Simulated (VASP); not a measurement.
**NaMg5Cl11: single point with PBE**

NaMg5Cl11:

```xyz
17
Lattice="7.3358 -0.1022 -0.1755 -0.1022 7.4902 -0.1860 -0.1755 -0.1860 8.0546" Properties=species:S:1:pos:R:3 pbc="T T T"
Na    3.5193    6.6359    4.7216
Cl    5.0716    1.7845    6.8406
Cl    7.4119    3.2613    1.3109
Cl    3.0173    1.9969    1.2792
Cl    5.8367    0.8390    3.6533
Cl    6.0687    5.0356    5.9140
Cl    1.1354    2.7852    4.8544
Cl    4.9761    6.5659    1.2937
Cl    4.3968    4.3873    3.1168
Cl    1.2850    6.2956    2.7108
Cl   -0.0082    0.0143    7.8496
Cl    2.6337    5.1622    6.9114
Mg    5.7735    3.0154    4.8619
Mg    2.4824    7.0603    0.3675
Mg    6.4863    5.2695    0.2207
Mg    5.4585    1.5710    1.2428
Mg    2.0047    3.6942    3.0208
```

```
Program             : VASP 6.6.1
Task                : single point
Functional          : PBE
Potentials or basis : VASP PAW PBE potentials, release 64 (Na_pv, Cl, Mg)
Cutoff              : 520 eV
k mesh              : 1 × 1 × 1
Occupations         : fermi-dirac, width 0.0552 eV
Spin                : no spin polarisation
```

```yaml
Pressure: 0.4 GPa
Largest_force: 1.591 eV/Å
```

Forces on the atoms (eV/Å):
```
Na   0.155  0.012 -0.031
Cl  -0.617  0.232  0.044
Cl  -0.820  0.320 -0.385
Cl   0.248 -0.623  0.013
Cl  -0.304  1.182  0.206
Cl   0.005  0.001 -0.026
Cl  -0.299 -0.172  0.449
Cl  -1.219  0.616 -0.720
Cl  -0.391 -1.042  0.872
Cl   0.758 -0.506 -0.363
Cl   1.291 -0.421  0.829
Cl  -0.061  0.425  0.147
Mg   0.340 -0.756 -0.240
Mg  -0.824  0.135  0.540
Mg   0.864  0.295 -0.648
Mg   0.497 -0.364 -0.018
Mg   0.378  0.664 -0.668
```

Stress tensor (GPa, compression positive):
```
-0.14  1.15  0.10
 1.15  0.41  1.34
 0.10  1.34  0.84
```

Levels at points of the mesh, in eV from the Fermi level:
```tsv
k point	band 45	band 46	band 47	band 48	band 49	band 50
(0.00, 0.00, 0.00)	-1.58	-1.45	-1.38	2.32	4.06	4.31
```

It took 54 s on 1 thread of Intel Xeon 8259CL (shared host), peak memory 0.41 GiB.

Caveat: the k points lie up to 0.86 Å⁻¹ apart; the atoms stand as in a frame of molecular dynamics.
